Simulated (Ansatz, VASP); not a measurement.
# One calculation of Os, two programs

```
Os
1.0
     1.35763    0.78383    4.79346
    -1.35763    0.78383    4.79346
     0.00000   -1.56766    4.79346
Os
2
Direct
  0.09309 0.09309 0.09309
  0.90691 0.90691 0.90691
```

Alike in both runs: task relaxation of cell and atoms; functional PBE; k mesh 9 × 9 × 9; occupations gaussian, width 0.1 eV; no spin polarisation.

```csv
,VASP,Ansatz
version,VASP 6.6.1,Ansatz 0.2.0
potentials or method,"VASP PAW PBE potentials, release 64 (Os), cutoff 600 eV","scalar-relativistic, plane waves, PAW"
valence electrons in the cell,16,32
```

Ansatz gave:

```
gap on the k mesh at the Fermi level, each at its own relaxed structure (eV) : none
relaxed volume (Å³/atom)                                                     : 15.21
relaxed cell length with the largest relative difference (Å)                 : 5.001
```

Q: Estimate VASP's values.

A: gap on the k mesh at the Fermi level, each at its own relaxed structure (eV): none; relaxed volume (Å³/atom): 15.21; relaxed cell length with the largest relative difference (Å): 4.995.

A gap of «none» marks a metal or a gap that the smearing closes. VASP's potentials hold 16 valence electrons a cell and Ansatz's 32, so a difference there can come from the potentials and not from the codes.

Neither program's run includes spin-orbit coupling.
